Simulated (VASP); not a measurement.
# NbC (R-3m) in VASP: single point with PBEsol

Aim: the single point of NbC with PBEsol.

All numbers are computed with VASP 6.6.1; they aren't measurements. Logs are shortened: lines on timing, memory, paths and dates and some standing lists are left out, and cuts for length are marked.

## 1. The cell of the first run

It takes space group R-3m (No. 166, trigonal). Conventional cell: a = 3.127 Å, b = 3.127 Å, c = 7.545 Å, α = 90.00°, β = 90.00°, γ = 120.00°. Nb (site symmetry -3m) has 6 C at 2.20 Å within 2.9 Å. C (site symmetry -3m) has 6 Nb at 2.20 Å within 2.9 Å.

## 2. Single point, PBEsol (equal xy, yz and zx shear strains of -1 %)

Input file INCAR:

```
PREC = Accurate ; ENCUT = 600
EDIFF = 1E-6 ; ISMEAR = -1
SIGMA = 0.08 ; LREAL = False
LASPH = True ; NELM = 120
ALGO = Normal ; ISIF = 2
LWAVE = False ; LCHARG = False
GGA = PS ; NBANDS = 16
GGA_COMPAT = False
```

Input file KPOINTS:

```
regular mesh
0
Gamma
  14 14 14
```

Input file POSCAR:

```
NbC
1.0
   -0.0220000000      2.1890000000      2.1890000000
    2.1890000000     -0.0220000000      2.1890000000
    2.1890000000      2.1890000000     -0.0220000000
Nb C
1 1
Direct
    0.0000000000      0.0000000000      0.0000000000
    0.5000000000      0.5000000000      0.5000000000
```

Potentials or basis: VASP PAW PBE potentials, release 64 (Nb_sv, C).

Started as:

```console
> cat potpaw_PBE.64/Nb_sv/POTCAR potpaw_PBE.64/C/POTCAR > POTCAR
> mpirun -np 1 vasp_std > vasp.out
```

OUTCAR:

```text
PREC = Accurate
   ENCUT = 600
   EDIFF = 1E-6
   ISMEAR = -1
   LREAL = False
   LASPH = True
   NELM = 120
   ISIF = 2
   GGA = PS

 ion  position               nearest neighbor table
   1  0.000  0.000  0.000-   2 2.20   2 2.20   2 2.20   2 2.20   2 2.20   2 2.20
   2  0.500  0.500  0.500-   1 2.20   1 2.20   1 2.20   1 2.20   1 2.20   1 2.20

  LATTYP: Found a trigonal (rhomboedric) cell.
 ALAT       =     3.0957916597
 COS(alpha) =     0.4899250057

  Lattice vectors:

 A1 = (  -0.0220000000,   2.1890000000,   2.1890000000)
 A2 = (   2.1890000000,  -0.0220000000,   2.1890000000)
 A3 = (   2.1890000000,   2.1890000000,  -0.0220000000)

Analysis of symmetry for initial positions (statically):
=====================================================================
 Subroutine PRICEL returns:
 Original cell was already a primitive cell.

 Routine SETGRP: Setting up the symmetry group for a
 trigonal (rhombohedral) supercell.

 Subroutine GETGRP returns: Found 12 space group operations
 (whereof 12 operations were pure point group operations)
 out of a pool of 12 trial point group operations.

The static configuration has the point symmetry D_3d.

Analysis of symmetry for dynamics (positions and initial velocities):
=====================================================================
 Subroutine PRICEL returns:
 Original cell was already a primitive cell.

 Routine SETGRP: Setting up the symmetry group for a
 trigonal (rhombohedral) supercell.

 Subroutine GETGRP returns: Found 12 space group operations
 (whereof 12 operations were pure point group operations)
 out of a pool of 12 trial point group operations.

The dynamic configuration has the point symmetry D_3d.

 Subroutine INISYM returns: Found 12 space group operations
 (whereof 12 operations are pure point group operations),
 and found     1 'primitive' translations

----------------------------------------------------------------------------------------

                                     Primitive cell

  volume of cell :      21.2944

  direct lattice vectors                    reciprocal lattice vectors
    -0.022000000  2.189000000  2.189000000    -0.224999886  0.227284149  0.227284149
     2.189000000 -0.022000000  2.189000000     0.227284149 -0.224999886  0.227284149
     2.189000000  2.189000000 -0.022000000     0.227284149  0.227284149 -0.224999886

  length of vectors
     3.095791660  3.095791660  3.095791660     0.392353306  0.392353306  0.392353306

  position of ions in fractional coordinates (direct lattice)
     0.000000000  0.000000000  0.000000000
     0.500000000  0.500000000  0.500000000

  ion indices of the primitive-cell ions
   primitive index   ion index
                 1           1
                 2           2

----------------------------------------------------------------------------------------

 KPOINTS: regular mesh

Automatic generation of k-mesh.
 Grid dimensions read from file:
 generate k-points for:   14   14   14

 Generating k-lattice:

  Cartesian coordinates                     Fractional coordinates (reciprocal lattice)
    -0.016071420  0.016234582  0.016234582     0.071428571  0.000000000  0.000000000
     0.016234582 -0.016071420  0.016234582     0.000000000  0.071428571  0.000000000
     0.016234582  0.016234582 -0.016071420     0.000000000  0.000000000  0.071428571

  Length of vectors
     0.028025236  0.028025236  0.028025236

  Shift w.r.t. Gamma in fractional coordinates (k-lattice)
     0.000000000  0.000000000  0.000000000

 Subroutine IBZKPT returns following result:
 ===========================================

 Found    288 irreducible k-points:

 Following reciprocal coordinates:
            Coordinates               Weight
  0.000000  0.000000  0.000000      1.000000
  0.071429  0.000000  0.000000      6.000000
  0.142857  0.000000 -0.000000      6.000000
  0.214286 -0.000000  0.000000      6.000000
  0.285714  0.000000  0.000000      6.000000
  0.357143  0.000000  0.000000      6.000000
[... 16 lines left out ...]
  0.214286  0.142857  0.000000     12.000000
  0.285714  0.142857 -0.000000     12.000000
 [... further k-points ...]
   k-points           NKPTS =    288   k-points in BZ     NKDIM =    288   number of bands    NBANDS=     16
   number of dos      NEDOS =    301   number of ions     NIONS =      2
   total plane-waves  NPLWV =  21952
   dimension x,y,z NGX =    28 NGY =   28 NGZ =   28
   dimension x,y,z NGXF=    56 NGYF=   56 NGZF=   56
   ions per type =               1   1
   NGX,Y,Z   is equivalent  to a cutoff of  15.04, 15.04, 15.04 a.u.
   NGXF,Y,Z  is equivalent  to a cutoff of  30.07, 30.07, 30.07 a.u.
 SYSTEM =  unknown system
   PREC   = accura    normal or accurate (medium, high low for compatibility)
   ISTART =      0    job   : 0-new  1-cont  2-samecut
   ICHARG =      2    charge: 1-file 2-atom 10-const
   ISPIN  =      1    spin polarized calculation?
   LNONCOLLINEAR =      F non collinear calculations
   LSORBIT =      F    spin-orbit coupling
   LASPH  =      T    aspherical Exc in radial PAW
   ENCUT  =  600.0 eV  44.10 Ry    6.64 a.u.   6.18  6.18  6.18*2*pi/ulx,y,z
   NELM   =    120;   NELMIN=  2; NELMDL= -5     # of ELM steps
   EDIFF  = 0.1E-05   stopping-criterion for ELM
   LREAL  =      F    real-space projection
   EDIFFG = 0.1E-04   stopping-criterion for IOM
   NSW    =      0    number of steps for IOM
   IBRION =     -1    ionic relax: 0-MD 1-quasi-New 2-CG
   NFREE  =      0    steps in history (QN), initial steepest desc. (CG)
   ISIF   =      2    stress and relaxation
   ISYM   =      2    0-nonsym 1-usesym 2-fastsym
   POTIM  = 0.5000    time-step for ionic-motion
   TEBEG  =    0.0;   TEEND  =   0.0 temperature during run
   PSTRESS=    0.0 pullay stress
   NELECT =      17.0000    total number of electrons
   NUPDOWN=      -1.0000    fix difference up-down
   EMIN   =  10.00;   EMAX   =-10.00  energy-range for DOS
   EFERMI =   0.00;   METHOD = LEGACY
   ISMEAR =    -1;   SIGMA  =   0.08  broadening in eV -4-tet -1-fermi 0-gaus
   EFERMI_NEDOS =   21; number of points for ismear=-14 and -15
   IALGO  =     38    algorithm
   IMIX   =      4    mixing-type and parameters
     AMIX     =   0.40;   BMIX     =  1.00
     AMIX_MAG =   1.60;   BMIX_MAG =  1.00
  volume/ion in A,a.u.               =      10.65        71.85
  Fermi-wavevector in a.u.,A,eV,Ry     =   1.518691  2.869909 31.380772  2.306422
  Thomas-Fermi vector in A             =   2.627777
   LORBIT       =      0    0 simple, 1 ext, 2 COOP (PROOUT), +10 PAW based schemes
   GGA     = PS    functional components
   LHFCALC =     F    Hartree Fock is set to
   AEXX    =    0.0000 exact exchange contribution
   IVDW    =     0    specifies the selected vdW correction
   LEPSILON=     F    determine dielectric tensor
   LRPA    =     F    only Hartree local field effects (RPA)
 non-spin polarized calculation
  energy-cutoff  :      600.00
  volume of cell :       21.29
 maximum number of plane-waves:       725
 NGX is ok and might be reduce to    28
   NGX = 13   NGY = 13   NGZ = 13

 number of electron      17.0000000 magnetization

 Free energy of the ion-electron system (eV)
  ---------------------------------------------------
  ext. energy  EPLUGINS =         0.00000000
  ---------------------------------------------------
  free energy    TOTEN  =       -21.83849215 eV

  energy without entropy =      -21.82467463  energy(sigma->0) =      -21.83158339

 E-fermi :  13.2058     XC(G=0): -13.4748

 val. band max:       13.2047139850   @ k =  -0.4286   0.2857  -0.0000
 cond. band min:      13.2108666731   @ k =   0.5000   0.2143  -0.0000
 fundamental gap:      0.0061526882
 Fermi energy:        13.2057688325

 k-point     1 :       0.0000    0.0000    0.0000
  band No.  band energies     occupation
      1     -42.3863      2.00000
      2     -18.0913      2.00000
      3     -18.0913      2.00000
      4     -18.0657      2.00000
      5      -0.5115      2.00000
      6      11.6770      2.00000
[... 8 lines left out ...]
     15      23.0782      0.00000
     16      36.1930      0.00000

 k-point     2 :       0.0714    0.0000    0.0000
  band No.  band energies     occupation
      1     -42.3799      2.00000
      2     -18.1425      2.00000
      3     -18.0956      2.00000
      4     -18.0729      2.00000
      5      -0.3714      2.00000
      6      11.1098      2.00000
[... 8 lines left out ...]
     15      23.4121      0.00000
     16      35.0841      0.00000

 k-point     3 :       0.1429    0.0000   -0.0000
  band No.  band energies     occupation
      1     -42.3618      2.00000
      2     -18.2893      2.00000
      3     -18.1077      2.00000
      4     -18.0876      2.00000
      5       0.0310      2.00000
      6      10.0380      2.00000
[... 8 lines left out ...]
     15      24.3058      0.00000
     16      33.2100      0.00000

 k-point     4 :       0.2143   -0.0000    0.0000
  band No.  band energies     occupation
      1     -42.3355      2.00000
      2     -18.4964      2.00000
      3     -18.1251      2.00000
      4     -18.1080      2.00000
      5       0.6469      2.00000
      6       8.8692      2.00000
[... 8 lines left out ...]
     15      25.4433      0.00000
     16      31.7535      0.00000
[... 324 lines left out ...]
 k-point    22 :       0.1429    0.1429    0.0000
  band No.  band energies     occupation
      1     -42.3530      2.00000
      2     -18.2698      2.00000
      3     -18.1578      2.00000
      4     -18.1383      2.00000
      5       0.1663      2.00000
      6       9.2096      2.00000
[... 8 lines left out ...]
     15      24.7663      0.00000
     16      32.7371      0.00000

 k-point    23 :       0.2143    0.1429    0.0000
  band No.  band energies     occupation
      1     -42.3331      2.00000
      2     -18.4060      2.00000
      3     -18.1764      2.00000
      4     -18.1675      2.00000
      5       0.5575      2.00000
      6       8.4218      2.00000
[... 8 lines left out ...]
     15      25.6826      0.00000
     16      31.2702      0.00000

 k-point    24 :       0.2857    0.1429   -0.0000
  band No.  band energies     occupation
      1     -42.3073      2.00000
      2     -18.5925      2.00000
      3     -18.1990      2.00000
      4     -18.1912      2.00000
      5       1.0960      2.00000
      6       7.7104      2.00000
[... 8 lines left out ...]
     15      26.5736      0.00000
     16      29.8552      0.00000

 [... further k-points ...]

------------------------ aborting loop because EDIFF is reached ----------------------------------------

  FORCE on cell =-STRESS in cart. coord.  units (eV):
  Direction    XX          YY          ZZ          XY          YZ          ZX
  --------------------------------------------------------------------------------------
  -------------------------------------------------------------------------------------
  Total        1.4780762      1.4780762      1.4780762      0.2429545      0.2429545      0.2429545
  in kB      111.2095418    111.2095418    111.2095418     18.2797477     18.2797477     18.2797477
  external PRESSURE =     111.2095418 kB  Pullay stress =       0.0000000 kB

 VOLUME and BASIS-vectors are now :
 -----------------------------------------------------------------------------
  energy-cutoff  :      600.00
  volume of cell :       21.29
      direct lattice vectors                 reciprocal lattice vectors
    -0.022000000  2.189000000  2.189000000    -0.224999886  0.227284149  0.227284149
     2.189000000 -0.022000000  2.189000000     0.227284149 -0.224999886  0.227284149
     2.189000000  2.189000000 -0.022000000     0.227284149  0.227284149 -0.224999886

 POSITION                                       TOTAL-FORCE (eV/Angst)
 -----------------------------------------------------------------------------------
      0.00000      0.00000      0.00000        -0.000000      0.000000     -0.000000
      2.17800      2.17800      2.17800         0.000000      0.000000      0.000000
 -----------------------------------------------------------------------------------
    total drift:                               -0.000000      0.000000      0.000000

  FREE ENERGIE OF THE ION-ELECTRON SYSTEM (eV)
  ---------------------------------------------------
  free  energy   TOTEN  =       -21.8384921502 eV

  energy  without entropy=      -21.8246746297  energy(sigma->0) =      -21.83158339
```

Run time: 62 s. Hardware: 1 thread of Intel Xeon Platinum 8559C (Emerald Rapids), shared host; peak memory 0.25 GiB.

Results:

```
Free energy            : -21.8385 eV
Pressure               : 11.1 GPa
Band gap on the k mesh : zero (an odd number of electrons rules out a gap without spin polarisation)
```

Stress tensor (GPa, compression positive):
```
11.12  1.83  1.83
 1.83 11.12  1.83
 1.83  1.83 11.12
```

Levels at points of the mesh, in eV from the Fermi level:
```tsv
k point	band 6	band 7	band 8	band 9	band 10	band 11
(0.00, 0.00, 0.00)	-1.53	-1.53	-1.31	-0.32	-0.32	-0.21
(0.50, 0.00, 0.00)	-7.92	-5.47	-5.30	2.16	2.33	3.79
(0.50, 0.50, 0.00)	-4.53	-3.89	-1.40	-1.29	2.12	3.47
(0.50, 0.50, 0.50)	-7.94	-5.52	-5.52	2.35	2.35	3.89
```

Caveat: the cell differs from its parent crystal (equal xy, yz and zx shear strains of -1 %); the cell stands under pressure; the PAW data sets were made with another functional, which shifts forces and pressure a little.
